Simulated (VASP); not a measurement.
# CoSi2 (Fm-3m) in VASP: a series of runs

The runs below take CoSi2 through single point, with PBE.

All numbers are computed with VASP 6.6.1; they aren't measurements. Logs are shortened: lines on timing, memory, paths and dates and some standing lists are left out, and cuts for length are marked.

**1. The cell of the first run**

The structure is cubic, space group Fm-3m (No. 225). Conventional cell: a = 5.356 Å, b = 5.356 Å, c = 5.356 Å, α = 90.00°, β = 90.00°, γ = 90.00°. Co (site symmetry m-3m) has 8 Si at 2.32 Å within 3.1 Å. Si (site symmetry -43m) has 4 Co at 2.32 Å and 6 Si at 2.68 Å within 3.1 Å.

**2. Single point, PBE, collinear spin, ferromagnetic start**

The input, INCAR:

```
SYSTEM = CoSi2
  PREC = Accurate
  ENCUT = 520
  EDIFF = 1E-7
  ISMEAR = 0
  SIGMA = 0.25
  LREAL = .False.
  LASPH = .True.
  NELM = 150
  ALGO = Normal
  ISIF = 2
  LWAVE = .False.
  LCHARG = .False.
  ISPIN = 2
  MAGMOM = 2.5 0 0
  LORBIT = 11
  LMAXMIX = 4
  GGA = PE
  NBANDS = 20
```

The input, KPOINTS:

```
Automatic mesh
0
Gamma
  10 10 10
  0 0 0
```

The input, POSCAR:

```
CoSi2
1.0
    0.0000000000      2.6780000000      2.6780000000
    2.6780000000      0.0000000000      2.6780000000
    2.6780000000      2.6780000000      0.0000000000
Co Si
1 2
Direct
    0.0000000000      0.0000000000      0.0000000000
    0.2500000000      0.2500000000      0.2500000000
    0.7500000000      0.7500000000      0.7500000000
```

Potentials or basis: VASP PAW PBE potentials, release 64 (Co, Si).

Command:

```console
$ cat potpaw_PBE.64/Co/POTCAR potpaw_PBE.64/Si/POTCAR > POTCAR
$ mpirun -np 1 vasp_std > vasp.out
```

OUTCAR:

```text
SYSTEM = CoSi2
   PREC = Accurate
   ENCUT = 520
   EDIFF = 1E-7
   ISMEAR = 0
   LREAL = .False.
   LASPH = .True.
   NELM = 150
   ISIF = 2
   ISPIN = 2
   LORBIT = 11
   GGA = PE

 ion  position               nearest neighbor table
   1  0.000  0.000  0.000-   3 2.32   2 2.32   3 2.32   2 2.32   3 2.32   3 2.32   2 2.32   2 2.32

   2  0.250  0.250  0.250-   1 2.32   1 2.32   1 2.32   1 2.32   3 2.68   3 2.68   3 2.68   3 2.68
                             3 2.68   3 2.68
   3  0.750  0.750  0.750-   1 2.32   1 2.32   1 2.32   1 2.32   2 2.68   2 2.68   2 2.68   2 2.68
                             2 2.68   2 2.68

  LATTYP: Found a face centered cubic cell.
 ALAT       =     5.3560000000

  Lattice vectors:

 A1 = (   0.0000000000,   2.6780000000,   2.6780000000)
 A2 = (   2.6780000000,   0.0000000000,   2.6780000000)
 A3 = (   2.6780000000,   2.6780000000,   0.0000000000)

Analysis of symmetry for initial positions (statically):
=====================================================================
 Subroutine PRICEL returns:
 Original cell was already a primitive cell.

 Routine SETGRP: Setting up the symmetry group for a
 face centered cubic supercell.

 Subroutine GETGRP returns: Found 48 space group operations
 (whereof 48 operations were pure point group operations)
 out of a pool of 48 trial point group operations.

The static configuration has the point symmetry O_h .

Analysis of symmetry for dynamics (positions and initial velocities):
=====================================================================
 Subroutine PRICEL returns:
 Original cell was already a primitive cell.

 Routine SETGRP: Setting up the symmetry group for a
 face centered cubic supercell.

 Subroutine GETGRP returns: Found 48 space group operations
 (whereof 48 operations were pure point group operations)
 out of a pool of 48 trial point group operations.

The dynamic configuration has the point symmetry O_h .

Analysis of structural, dynamic, and magnetic symmetry:
=====================================================================
 Subroutine PRICEL returns:
 Original cell was already a primitive cell.

 Routine SETGRP: Setting up the symmetry group for a
 face centered cubic supercell.

 Subroutine GETGRP returns: Found 48 space group operations
 (whereof 48 operations were pure point group operations)
 out of a pool of 48 trial point group operations.

The overall configuration has the point symmetry O_h .

 Subroutine INISYM returns: Found 48 space group operations
 (whereof 48 operations are pure point group operations),
[... 118 lines left out ...]
     AMIX_MAG =   1.60;   BMIX_MAG =  1.00
  volume/ion in A,a.u.               =      12.80        86.40
  Fermi-wavevector in a.u.,A,eV,Ry     =   1.247586  2.357596 21.177078  1.556471
  Thomas-Fermi vector in A             =   2.381712
   LORBIT       =     11    0 simple, 1 ext, 2 COOP (PROOUT), +10 PAW based schemes
   GGA     = PE    functional components
   LHFCALC =     F    Hartree Fock is set to
   AEXX    =    0.0000 exact exchange contribution
   IVDW    =     0    specifies the selected vdW correction
   LEPSILON=     F    determine dielectric tensor
   LRPA    =     F    only Hartree local field effects (RPA)
 spin polarized calculation
 Gauss-broadening in eV      SIGMA  =   0.25
  energy-cutoff  :      520.00
  volume of cell :       38.41
 maximum number of plane-waves:      1056
   NGX = 15   NGY = 15   NGZ = 15

 number of electron      16.9999995 magnetization       0.0000330

 number of electron      16.9999995 magnetization      -0.0000045

 Free energy of the ion-electron system (eV)
  ---------------------------------------------------
  ext. energy  EPLUGINS =         0.00000000
  ---------------------------------------------------
  free energy    TOTEN  =       -19.31077214 eV

  energy without entropy =      -19.27749410  energy(sigma->0) =      -19.29413312

 E-fermi :  10.0991     XC(G=0): -11.7463

 val. band max:       10.0292709901   @ k =   0.4000   0.0000   0.0000
 cond. band min:      10.1065561058   @ k =  -0.2000   0.3000   0.1000
 fundamental gap:      0.0772851157
 Fermi energy:        10.0990942741

 spin component 1

 k-point     1 :       0.0000    0.0000    0.0000
  band No.  band energies     occupation
      1      -3.0314      1.00000
      2       6.0141      1.00000
      3       6.0141      1.00000
      4       6.0141      1.00000
      5       8.1831      1.00000
      6       8.1831      1.00000
[... 541 lines left out ...]
     19      24.2458      0.00000
     20      24.6445      0.00000

 [... further k-points ...]

 spin component 2

 k-point     1 :       0.0000    0.0000    0.0000
  band No.  band energies     occupation
      1      -3.0314      1.00000
      2       6.0141      1.00000
      3       6.0141      1.00000
      4       6.0141      1.00000
      5       8.1831      1.00000
      6       8.1831      1.00000
[... 541 lines left out ...]
     19      24.2458      0.00000
     20      24.6445      0.00000

 [... further k-points ...]
[... 5 lines left out ...]
  --------------------------------------------------------------------------------------
  -------------------------------------------------------------------------------------
  Total        0.0755287      0.0755287      0.0755287      0.0000000      0.0000000     -0.0000000
  in kB        3.1503638      3.1503638      3.1503638      0.0000000      0.0000000     -0.0000000
  external PRESSURE =       3.1503638 kB  Pullay stress =       0.0000000 kB

 VOLUME and BASIS-vectors are now :
 -----------------------------------------------------------------------------
  energy-cutoff  :      520.00
  volume of cell :       38.41
      direct lattice vectors                 reciprocal lattice vectors
     0.000000000  2.678000000  2.678000000    -0.186706497  0.186706497  0.186706497
     2.678000000  0.000000000  2.678000000     0.186706497 -0.186706497  0.186706497
     2.678000000  2.678000000  0.000000000     0.186706497  0.186706497 -0.186706497

 POSITION                                       TOTAL-FORCE (eV/Angst)
 -----------------------------------------------------------------------------------
      0.00000      0.00000      0.00000         0.000000     -0.000000      0.000000
      1.33900      1.33900      1.33900        -0.000000      0.000000     -0.000000
      4.01700      4.01700      4.01700        -0.000000     -0.000000      0.000000
 -----------------------------------------------------------------------------------
    total drift:                               -0.000000     -0.000000      0.000000

  FREE ENERGIE OF THE ION-ELECTRON SYSTEM (eV)
  ---------------------------------------------------
  free  energy   TOTEN  =       -19.3107721414 eV

  energy  without entropy=      -19.2774941000  energy(sigma->0) =      -19.29413312

 total charge

# of ion       s       p       d       tot
------------------------------------------
    1        0.540   0.720   7.594   8.854
    2        0.717   0.874   0.000   1.591
    3        0.717   0.874   0.000   1.591
--------------------------------------------------
tot          1.974   2.467   7.594  12.035

 magnetization (x)

# of ion       s       p       d       tot
------------------------------------------
    1       -0.000  -0.000   0.000  -0.000
    2        0.000   0.000   0.000   0.000
    3        0.000   0.000   0.000   0.000
--------------------------------------------------
tot          0.000   0.000   0.000   0.000
```

OSZICAR:

```text
N       E                     dE             d eps       ncg     rms          rms(c)
DAV:   1     0.693591099758E+02    0.69359E+02   -0.66443E+03  3784   0.811E+02
DAV:   2    -0.154809322946E+02   -0.84840E+02   -0.73781E+02  3972   0.185E+02
DAV:   3    -0.201225511983E+02   -0.46416E+01   -0.44790E+01  4540   0.464E+01
DAV:   4    -0.201998329847E+02   -0.77282E-01   -0.77072E-01  4336   0.538E+00
DAV:   5    -0.202019767850E+02   -0.21438E-02   -0.21435E-02  4636   0.964E-01    0.172E+01
DAV:   6    -0.253773015983E+02   -0.51753E+01   -0.18773E+01  4244   0.877E+01    0.200E+01
DAV:   7    -0.193310490646E+02    0.60463E+01   -0.95959E+00  4628   0.686E+01    0.340E+00
DAV:   8    -0.193421211434E+02   -0.11072E-01   -0.60118E-01  4620   0.492E+00    0.211E+00
DAV:   9    -0.193105060146E+02    0.31615E-01   -0.65599E-02  4652   0.377E+00    0.927E-01
DAV:  10    -0.193107118167E+02   -0.20580E-03   -0.32686E-03  5076   0.472E-01    0.338E-01
DAV:  11    -0.193106348421E+02    0.76975E-04   -0.97721E-04  4696   0.410E-01    0.130E-01
DAV:  12    -0.193107675513E+02   -0.13271E-03   -0.30146E-04  4424   0.176E-01    0.559E-02
DAV:  13    -0.193107700846E+02   -0.25333E-05   -0.35433E-05  4544   0.591E-02    0.147E-02
DAV:  14    -0.193107714888E+02   -0.14041E-05   -0.22459E-06  4580   0.102E-02    0.440E-03
DAV:  15    -0.193107723218E+02   -0.83301E-06   -0.16114E-06  4216   0.657E-03    0.505E-03
DAV:  16    -0.193107720989E+02    0.22291E-06   -0.11838E-07  4228   0.262E-03    0.131E-03
DAV:  17    -0.193107721414E+02   -0.42519E-07   -0.78049E-09  2388   0.796E-04
   1 F= -.19310772E+02 E0= -.19294133E+02  d E =-.332780E-01  mag=     0.0000
```

Run time: 64 s. Hardware: 1 thread of Intel Xeon 6975P-C, shared host; peak memory 0.21 GiB.

Results:

| Quantity | Value |
| --- | --- |
| Free energy | -19.3108 eV |
| Pressure | 0.3 GPa |
| Net moment | 0.00 μB per cell |
| Valence electrons inside the program's atomic spheres | Co 8.85; Si 1.59 |

Caveat: the starting moments collapsed, and a magnetic state may lie lower.

**3. Single point, PBE, collinear spin, ferromagnetic start**

The input, INCAR:

```
ALGO = Normal
EDIFF = 1E-7
ENCUT = 520
GGA = PE
ISIF = 2
ISMEAR = 0
ISPIN = 2
LASPH = True
LCHARG = True
LELF = True
LMAXMIX = 4
LORBIT = 11
LREAL = False
LVHAR = True
LWAVE = False
MAGMOM = 2.5 0 0
NBANDS = 20
NELM = 150
PREC = Accurate
SIGMA = 0.15
```

The input, KPOINTS:

```
k-points
0
Gamma
  10 10 10
```

POSCAR is that of step 2.

Potentials or basis: VASP PAW PBE potentials, release 64 (Co, Si).

Command:

```console
$ cat potpaw_PBE.64/Co/POTCAR potpaw_PBE.64/Si/POTCAR > POTCAR
$ mpirun -np 1 vasp_std > vasp.out
```

OUTCAR:

```text
EDIFF = 1E-7
   ENCUT = 520
   GGA = PE
   ISIF = 2
   ISMEAR = 0
   ISPIN = 2
   LASPH = True
   LORBIT = 11
   LREAL = False
   NELM = 150
   PREC = Accurate

 ion  position               nearest neighbor table
   1  0.000  0.000  0.000-   3 2.32   2 2.32   3 2.32   2 2.32   3 2.32   3 2.32   2 2.32   2 2.32

   2  0.250  0.250  0.250-   1 2.32   1 2.32   1 2.32   1 2.32   3 2.68   3 2.68   3 2.68   3 2.68
                             3 2.68   3 2.68
   3  0.750  0.750  0.750-   1 2.32   1 2.32   1 2.32   1 2.32   2 2.68   2 2.68   2 2.68   2 2.68
                             2 2.68   2 2.68

  LATTYP: Found a face centered cubic cell.
 ALAT       =     5.3560000000
[... 1330 lines left out ...]
  energy-cutoff  :      520.00
  volume of cell :       38.41
      direct lattice vectors                 reciprocal lattice vectors
     0.000000000  2.678000000  2.678000000    -0.186706497  0.186706497  0.186706497
     2.678000000  0.000000000  2.678000000     0.186706497 -0.186706497  0.186706497
     2.678000000  2.678000000  0.000000000     0.186706497  0.186706497 -0.186706497

 POSITION                                       TOTAL-FORCE (eV/Angst)
 -----------------------------------------------------------------------------------
      0.00000      0.00000      0.00000         0.000000      0.000000      0.000000
      1.33900      1.33900      1.33900        -0.000000     -0.000000     -0.000000
      4.01700      4.01700      4.01700         0.000000     -0.000000      0.000000
 -----------------------------------------------------------------------------------
    total drift:                               -0.000000     -0.000000      0.000000

  FREE ENERGIE OF THE ION-ELECTRON SYSTEM (eV)
  ---------------------------------------------------
  free  energy   TOTEN  =       -19.3005266885 eV

  energy  without entropy=      -19.2900276147  energy(sigma->0) =      -19.29527715

 total charge

# of ion       s       p       d       tot
------------------------------------------
    1        0.540   0.720   7.594   8.854
    2        0.717   0.874   0.000   1.591
    3        0.717   0.874   0.000   1.591
--------------------------------------------------
tot          1.973   2.468   7.594  12.035

 magnetization (x)

# of ion       s       p       d       tot
------------------------------------------
    1       -0.000  -0.000   0.000  -0.000
    2        0.000   0.000   0.000   0.000
    3        0.000   0.000   0.000   0.000
--------------------------------------------------
tot          0.000   0.000   0.000   0.000
```

stdout:

```text
POSCAR found type information on POSCAR CoSi
 POSCAR found :  2 types and       3 ions
 scaLAPACK will be used
 LDA part: xc-table for (Slater+PW92), standard interpolation
 POSCAR, INCAR and KPOINTS ok, starting setup
 FFT: planning ... GRIDC
 FFT: planning ... GRID_SOFT
 FFT: planning ... GRID
 WAVECAR not read
 entering main loop
```

It took 67 s on 1 thread of Intel Xeon 6975P-C, shared host; peak memory 0.21 GiB.

Results:

- Free energy: -19.3005 eV
- Pressure: 0.2 GPa
- Net moment: 0.00 μB per cell
- Valence electrons inside the program's atomic spheres: Co 8.85; Si 1.59

Caveat: the starting moments collapsed, and a magnetic state may lie lower.

**4. Single point, PBE, collinear spin, ferromagnetic start**

The input, INCAR:

```
  PREC = Accurate
  ENCUT = 520
  EDIFF = 1E-6
  ISMEAR = 0
  SIGMA = 0.1
  LREAL = False
  LASPH = True
  NELM = 150
  ALGO = Normal
  ISIF = 2
  LWAVE = False
  LCHARG = False
  ISPIN = 2
  MAGMOM = 2.5 0 0
  LORBIT = 11
  LMAXMIX = 4
  GGA = PE
  NBANDS = 20
```

The input, KPOINTS:

```
Automatic mesh
0
Gamma
  10 10 10
```

POSCAR is that of step 3.

Command:

```console
$ cat potpaw_PBE.64/Co/POTCAR potpaw_PBE.64/Si/POTCAR > POTCAR
$ mpirun -np 1 vasp_std > vasp.out
```

Run time: 58 s. Hardware: 1 thread of Intel Xeon 6975P-C, shared host; peak memory 0.21 GiB.

Results (log left out):

- Free energy: -19.2979 eV
- Pressure: 0.2 GPa
- Net moment: 0.00 μB per cell
- Valence electrons inside the program's atomic spheres: Co 8.85; Si 1.59

Levels at points of the mesh, in eV from the Fermi level:
Spin up:
| k point | band 6 | band 7 | band 8 | band 9 | band 10 | band 11 | band 12 | band 13 |
| --- | --- | --- | --- | --- | --- | --- | --- | --- |
| (0.00, 0.00, 0.00) | -1.90 | 0.77 | 3.42 | 3.42 | 3.42 | 3.46 | 3.46 | 3.46 |
| (0.50, 0.00, 0.00) | -1.62 | -1.62 | -0.46 | -0.46 | 2.70 | 3.42 | 3.42 | 4.36 |
| (0.50, 0.50, 0.00) | -1.95 | -1.95 | -1.90 | -1.33 | 1.58 | 2.93 | 8.56 | 9.59 |
Spin down:
| k point | band 7 | band 8 | band 9 | band 10 | band 11 | band 12 |
| --- | --- | --- | --- | --- | --- | --- |
| (0.00, 0.00, 0.00) | 0.77 | 3.42 | 3.42 | 3.42 | 3.46 | 3.46 |
| (0.50, 0.00, 0.00) | -1.62 | -0.46 | -0.46 | 2.70 | 3.42 | 3.42 |
| (0.50, 0.50, 0.00) | -1.95 | -1.90 | -1.33 | 1.58 | 2.93 | 8.56 |

Caveat: the starting moments collapsed, and a magnetic state may lie lower.
